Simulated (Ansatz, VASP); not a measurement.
# One calculation of BN, two programs

```
CELL_PARAMETERS angstrom
2.50431 0.00000 0.00000
-1.25216 2.16880 0.00000
0.00000 0.00000 7.03371
ATOMIC_POSITIONS crystal
B 0.33333 0.66667 0.25000
B 0.66667 0.33333 0.75000
N 0.33333 0.66667 0.75000
N 0.66667 0.33333 0.25000
```

Alike in both runs: functional PBEsol; k mesh 12 × 12 × 4; no spin polarisation.

Ansatz relaxed the structure, and its values are those at the end. VASP's run is a single point on that final structure, the one shown.

```csv
,VASP,Ansatz
version,VASP 6.6.1,Ansatz 0.2.0
potentials or method,"VASP PAW PBE potentials, release 64 (B, N), cutoff 520 eV","scalar-relativistic, plane waves, PAW"
occupations,"gaussian, width 0.01 eV",fixed
valence electrons in the cell,16,16
```

Ansatz gave:

| Property | Result |
| --- | --- |
| gap on the k mesh at the Fermi level (eV) | 4.27 |
| least direct gap on the mesh (eV) | 4.60 |
| pressure (GPa) | 0.0 |

Task: What did VASP give for the same quantities?

Result: gap on the k mesh at the Fermi level (eV): 4.26; least direct gap on the mesh (eV): 4.60; pressure (GPa): 0.3.

VASP's potentials were made for PBE, not for PBEsol.
